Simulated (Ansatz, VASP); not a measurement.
**BeAg2: VASP beside Ansatz**

```
Be Ag
1.0
     0.00000    2.89104    2.89104
     2.89104    0.00000    2.89104
     2.89104    2.89104    0.00000
Be Ag
1 2
Direct
  0.00000 0.00000 0.00000
  0.25000 0.25000 0.25000
  0.75000 0.75000 0.75000
```

Alike in both runs: functional PBE; k mesh 6 × 6 × 6; occupations gaussian, width 0.1 eV; no spin polarisation.

Ansatz relaxed the structure, and its values are those at the end. VASP's run is a single point on that final structure, the one shown.

```csv
,VASP,Ansatz
version,VASP 6.6.1,Ansatz 0.2.0
potentials or method,"VASP PAW PBE potentials, release 64 (Be, Ag), cutoff 520 eV","scalar-relativistic, plane waves, PAW"
valence electrons in the cell,24,40
```

```csv
,VASP,Ansatz,Ansatz less VASP
gap on the k mesh at the Fermi level (eV),none,none,-
pressure (GPa),-0.1,-0.1,+0.04
```

A gap of «none» marks a metal or a gap that the smearing closes. The functional is the same, so the differences come from potentials, cutoffs and numerics. VASP's potentials hold 24 valence electrons a cell and Ansatz's 40, so a difference there can come from the potentials and not from the codes.
